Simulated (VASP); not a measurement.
# Au (P-3m1) in VASP: single point with PBE

Aim: the single point of Au with PBE.

Program: VASP 6.6.1. These are calculated values, not measurements. Logs are shortened: lines on timing, memory, paths and dates and some standing lists are left out, and cuts for length are marked.

**1. The cell of the first run**

The structure is trigonal, space group P-3m1 (No. 164). Conventional cell: a = 2.893 Å, b = 2.893 Å, c = 14.672 Å, α = 90.00°, β = 90.00°, γ = 120.00°. Within 3.8 Å of Au (site symmetry 3m) lie 12 Au at 2.89 to 3.31 Å. Au (site symmetry 3m) has 12 Au at 2.89 Å within 3.8 Å. Au (site symmetry 3m) has 12 Au at 2.89 Å within 3.8 Å.

**2. Single point, PBE (the distance across one plane changed)**

INCAR reads:

```
ALGO = Fast ; EDIFF = 1E-7
ENCUT = 520 ; GGA = PE
ISIF = 2 ; ISMEAR = 0
LASPH = T ; LCHARG = F
LREAL = F ; LWAVE = F
NBANDS = 42 ; NELM = 60
PREC = Accurate ; SIGMA = 0.15
```

KPOINTS reads:

```
k-points
0
Gamma
  18 18 4
```

POSCAR reads:

```
Au
1.0
    2.0455000000     -2.0455000000      0.0000000000
    2.0455000000      0.0000000000     -2.0455000000
    8.4706751346      8.4706751346      8.4706751346
Au
6
Direct
    0.6666666667      0.6666666667      0.0804772885
    0.0000000000      0.0000000000      0.8854111604
    0.3333333333      0.3333333333      0.2414640629
    0.6666666667      0.6666666667      0.5634376116
    0.0000000000      0.0000000000      0.4024508373
    0.3333333333      0.3333333333      0.7244243860
```

Potentials or basis: VASP PAW PBE potentials, release 64 (Au).

Run with:

```
$ cat potpaw_PBE.64/Au/POTCAR > POTCAR
$ mpirun -np 1 vasp_std > vasp.out
```

OUTCAR:

```text
EDIFF = 1E-7
   ENCUT = 520
   GGA = PE
   ISIF = 2
   ISMEAR = 0
   LASPH = T
   LREAL = F
   NELM = 60
   PREC = Accurate

 ion  position               nearest neighbor table
   1  0.667  0.667  0.080-   3 2.89   3 2.89   3 2.89   2 3.31   2 3.31   2 3.31
   2  0.000  0.000  0.885-   6 2.89   6 2.89   6 2.89   1 3.31   1 3.31   1 3.31
   3  0.333  0.333  0.241-   5 2.89   1 2.89   1 2.89   5 2.89   5 2.89   1 2.89
   4  0.667  0.667  0.563-   5 2.89   5 2.89   5 2.89   6 2.89   6 2.89   6 2.89
   5  0.000  0.000  0.402-   4 2.89   4 2.89   4 2.89   3 2.89   3 2.89   3 2.89
   6  0.333  0.333  0.724-   2 2.89   4 2.89   4 2.89   2 2.89   2 2.89   4 2.89

  LATTYP: Found a hexagonal cell.
 ALAT       =     2.8927738418
 C/A-ratio  =     5.0718239689

  Lattice vectors:

 A1 = (  -2.0455000000,   0.0000000000,   2.0455000000)
 A2 = (   2.0455000000,  -2.0455000000,   0.0000000000)
 A3 = (   8.4706751346,   8.4706751346,   8.4706751346)

Analysis of symmetry for initial positions (statically):
=====================================================================
 Subroutine PRICEL returns:
 Original cell was already a primitive cell.

 Routine SETGRP: Setting up the symmetry group for a
 hexagonal supercell.

 Subroutine GETGRP returns: Found 12 space group operations
 (whereof  6 operations were pure point group operations)
 out of a pool of 24 trial point group operations.

The static configuration has the point symmetry C_3v.
 The point group associated with its full space group is D_3d.

Analysis of symmetry for dynamics (positions and initial velocities):
=====================================================================
 Subroutine PRICEL returns:
 Original cell was already a primitive cell.

 Routine SETGRP: Setting up the symmetry group for a
 hexagonal supercell.

 Subroutine GETGRP returns: Found 12 space group operations
 (whereof  6 operations were pure point group operations)
 out of a pool of 24 trial point group operations.

The dynamic configuration has the point symmetry C_3v.
 The point group associated with its full space group is D_3d.

 Subroutine INISYM returns: Found 12 space group operations
 (whereof  6 operations are pure point group operations),
 and found     1 'primitive' translations

----------------------------------------------------------------------------------------

                                     Primitive cell

  volume of cell :     106.3257

  direct lattice vectors                    reciprocal lattice vectors
     2.045500000 -2.045500000  0.000000000     0.162959342 -0.325918683  0.162959342
     2.045500000  0.000000000 -2.045500000     0.162959342  0.162959342 -0.325918683
     8.470675135  8.470675135  8.470675135     0.039351448  0.039351448  0.039351448

  length of vectors
     2.892773842  2.892773842 14.671639708     0.399167236  0.399167236  0.068158708

  position of ions in fractional coordinates (direct lattice)
     0.666666667  0.666666667  0.080477288
     0.000000000  0.000000000  0.885411160
     0.333333333  0.333333333  0.241464063
     0.666666667  0.666666667  0.563437612
     0.000000000  0.000000000  0.402450837
     0.333333333  0.333333333  0.724424386

  ion indices of the primitive-cell ions
   primitive index   ion index
                 1           1
                 2           2
                 3           3
                 4           4
                 5           5
                 6           6

----------------------------------------------------------------------------------------

 KPOINTS: k-points

Automatic generation of k-mesh.
 Grid dimensions read from file:
 generate k-points for:   18   18    4

 Generating k-lattice:

  Cartesian coordinates                     Fractional coordinates (reciprocal lattice)
     0.009053297 -0.018106594  0.009053297     0.055555556  0.000000000  0.000000000
     0.009053297  0.009053297 -0.018106594     0.000000000  0.055555556  0.000000000
     0.009837862  0.009837862  0.009837862     0.000000000  0.000000000  0.250000000

  Length of vectors
     0.022175958  0.022175958  0.017039677

  Shift w.r.t. Gamma in fractional coordinates (k-lattice)
     0.000000000  0.000000000  0.000000000

 Subroutine IBZKPT returns following result:
 ===========================================

 Found    138 irreducible k-points:

 Following reciprocal coordinates:
            Coordinates               Weight
  0.000000  0.000000  0.000000      1.000000
  0.055556  0.000000  0.000000      6.000000
  0.111111  0.000000  0.000000      6.000000
  0.166667  0.000000  0.000000      6.000000
  0.222222  0.000000  0.000000      6.000000
  0.277778  0.000000  0.000000      6.000000
[... 16 lines left out ...]
  0.444444  0.111111  0.000000     12.000000
  0.500000  0.111111  0.000000     12.000000
 [... further k-points ...]
   k-points           NKPTS =    138   k-points in BZ     NKDIM =    138   number of bands    NBANDS=     42
   number of dos      NEDOS =    301   number of ions     NIONS =      6
   total plane-waves  NPLWV =  64512
   dimension x,y,z NGX =    24 NGY =   24 NGZ =  112
   dimension x,y,z NGXF=    48 NGYF=   48 NGZF=  224
   ions per type =               6
   NGX,Y,Z   is equivalent  to a cutoff of  13.79, 13.79, 12.69 a.u.
   NGXF,Y,Z  is equivalent  to a cutoff of  27.59, 27.59, 25.38 a.u.
 SYSTEM =  unknown system
   PREC   = accura    normal or accurate (medium, high low for compatibility)
   ISTART =      0    job   : 0-new  1-cont  2-samecut
   ICHARG =      2    charge: 1-file 2-atom 10-const
   ISPIN  =      1    spin polarized calculation?
   LNONCOLLINEAR =      F non collinear calculations
   LSORBIT =      F    spin-orbit coupling
   LASPH  =      T    aspherical Exc in radial PAW
   ENCUT  =  520.0 eV  38.22 Ry    6.18 a.u.   5.38  5.38 27.28*2*pi/ulx,y,z
   NELM   =     60;   NELMIN=  2; NELMDL= -5     # of ELM steps
   EDIFF  = 0.1E-06   stopping-criterion for ELM
   LREAL  =      F    real-space projection
   EDIFFG = 0.1E-05   stopping-criterion for IOM
   NSW    =      0    number of steps for IOM
   IBRION =     -1    ionic relax: 0-MD 1-quasi-New 2-CG
   NFREE  =      0    steps in history (QN), initial steepest desc. (CG)
   ISIF   =      2    stress and relaxation
   ISYM   =      2    0-nonsym 1-usesym 2-fastsym
   POTIM  = 0.5000    time-step for ionic-motion
   TEBEG  =    0.0;   TEEND  =   0.0 temperature during run
   PSTRESS=    0.0 pullay stress
   NELECT =      66.0000    total number of electrons
   NUPDOWN=      -1.0000    fix difference up-down
   EMIN   =  10.00;   EMAX   =-10.00  energy-range for DOS
   EFERMI =   0.00;   METHOD = LEGACY
   ISMEAR =     0;   SIGMA  =   0.15  broadening in eV -4-tet -1-fermi 0-gaus
   EFERMI_NEDOS =   21; number of points for ismear=-14 and -15
   IALGO  =     68    algorithm
   IMIX   =      4    mixing-type and parameters
     AMIX     =   0.40;   BMIX     =  1.00
     AMIX_MAG =   1.60;   BMIX_MAG =  1.00
  volume/ion in A,a.u.               =      17.72       119.59
  Fermi-wavevector in a.u.,A,eV,Ry     =   1.396508  2.639017 26.534548  1.950234
  Thomas-Fermi vector in A             =   2.519855
   LORBIT       =      0    0 simple, 1 ext, 2 COOP (PROOUT), +10 PAW based schemes
   GGA     = PE    functional components
   LHFCALC =     F    Hartree Fock is set to
   AEXX    =    0.0000 exact exchange contribution
   IVDW    =     0    specifies the selected vdW correction
   LEPSILON=     F    determine dielectric tensor
   LRPA    =     F    only Hartree local field effects (RPA)
 non-spin polarized calculation
 RMM-DIIS sequential band-by-band and
 Gauss-broadening in eV      SIGMA  =   0.15
  energy-cutoff  :      520.00
  volume of cell :      106.33
 maximum number of plane-waves:      2917
 NGX is ok and might be reduce to    24
   NGX = 11   NGY = 11   NGZ = 55

 number of electron      66.0000009 magnetization

 Free energy of the ion-electron system (eV)
  ---------------------------------------------------
  ext. energy  EPLUGINS =         0.00000000
  ---------------------------------------------------
  free energy    TOTEN  =       -19.09494622 eV

  energy without entropy =      -19.07247748  energy(sigma->0) =      -19.08371185

 E-fermi :   8.8532     XC(G=0): -12.4652

 val. band max:        8.8477568877   @ k =   0.2778   0.1111   0.2500
 cond. band min:       8.8598393306   @ k =   0.3889   0.5000   0.2500
 fundamental gap:      0.0120824429
 Fermi energy:         8.8531631522

 k-point     1 :       0.0000    0.0000    0.0000
  band No.  band energies     occupation
      1      -0.7696      2.00000
      2      -0.0402      2.00000
      3       0.4188      2.00000
      4       1.4809      2.00000
      5       1.5749      2.00000
      6       1.7419      2.00000
[... 34 lines left out ...]
     41      22.5963      0.00000
     42      23.4420      0.00000

 k-point     2 :       0.0556    0.0000    0.0000
  band No.  band energies     occupation
      1      -0.6744      2.00000
      2       0.0517      2.00000
      3       0.5109      2.00000
      4       1.5688      2.00000
      5       1.6636      2.00000
      6       1.8253      2.00000
[... 34 lines left out ...]
     41      22.6552      0.00000
     42      23.1170      0.00000

 k-point     3 :       0.1111    0.0000    0.0000
  band No.  band energies     occupation
      1      -0.3950      2.00000
      2       0.3180      2.00000
      3       0.7767      2.00000
      4       1.8164      2.00000
      5       1.9176      2.00000
      6       2.0629      2.00000
[... 897 lines left out ...]
      4       2.5353      2.00000
      5       2.5963      2.00000
      6       2.8151      2.00000
[... 34 lines left out ...]
     41      16.0023      0.00000
     42      16.5943      0.00000

 k-point    24 :       0.5000    0.1111    0.0000
  band No.  band energies     occupation
      1       1.9694      2.00000
      2       2.1750      2.00000
      3       2.4225      2.00000
      4       2.4599      2.00000
      5       2.5302      2.00000
      6       2.7818      2.00000
[... 34 lines left out ...]
     41      14.8479      0.00000
     42      16.6750      0.00000

 [... further k-points ...]

------------------------ aborting loop because EDIFF is reached ----------------------------------------

  FORCE on cell =-STRESS in cart. coord.  units (eV):
  Direction    XX          YY          ZZ          XY          YZ          ZX
  --------------------------------------------------------------------------------------
  -------------------------------------------------------------------------------------
  Total        2.7740631      2.7740631      2.7740631     -0.1873580     -0.1873580     -0.1873580
  in kB       41.8011928     41.8011928     41.8011928     -2.8232191     -2.8232191     -2.8232191
  external PRESSURE =      41.8011928 kB  Pullay stress =       0.0000000 kB

 VOLUME and BASIS-vectors are now :
 -----------------------------------------------------------------------------
  energy-cutoff  :      520.00
  volume of cell :      106.33
      direct lattice vectors                 reciprocal lattice vectors
     2.045500000 -2.045500000  0.000000000     0.162959342 -0.325918683  0.162959342
     2.045500000  0.000000000 -2.045500000     0.162959342  0.162959342 -0.325918683
     8.470675135  8.470675135  8.470675135     0.039351448  0.039351448  0.039351448

 POSITION                                       TOTAL-FORCE (eV/Angst)
 -----------------------------------------------------------------------------------
      3.40903     -0.68197     -0.68197        -0.480295     -0.480295     -0.480295
      7.50003      7.50003      7.50003         0.480295      0.480295      0.480295
      3.40903      1.36353      1.36353         0.022462      0.022462      0.022462
      7.50003      3.40903      3.40903         0.002273      0.002273      0.002273
      3.40903      3.40903      3.40903        -0.002273     -0.002273     -0.002273
      7.50003      5.45453      5.45453        -0.022462     -0.022462     -0.022462
 -----------------------------------------------------------------------------------
    total drift:                               -0.000034     -0.000034     -0.000034

  FREE ENERGIE OF THE ION-ELECTRON SYSTEM (eV)
  ---------------------------------------------------
  free  energy   TOTEN  =       -19.0949462241 eV

  energy  without entropy=      -19.0724774752  energy(sigma->0) =      -19.08371185
```

Wall time 20 min (1 thread of Oxide Virtual Turin-like, shared host); peak memory 0.51 GiB.

Results:

```yaml
Free_energy: -19.0949 eV
Pressure: 4.2 GPa
Largest_force: 0.832 eV/Å
Band_gap_on_the_k_mesh: zero (bands 33 and 34 overlap by 4.98 eV)
```

Forces on the atoms (eV/Å):
```
Au  -0.480 -0.480 -0.480
Au   0.480  0.480  0.480
Au   0.022  0.022  0.022
Au   0.002  0.002  0.002
Au  -0.002 -0.002 -0.002
Au  -0.022 -0.022 -0.022
```

Stress tensor (GPa, compression positive):
```
 4.18 -0.28 -0.28
-0.28  4.18 -0.28
-0.28 -0.28  4.18
```

Caveat: the cell differs from its parent crystal (the distance across one plane changed); the cell stands under pressure; spin-orbit coupling is left out, which moves the levels of the heavy elements.
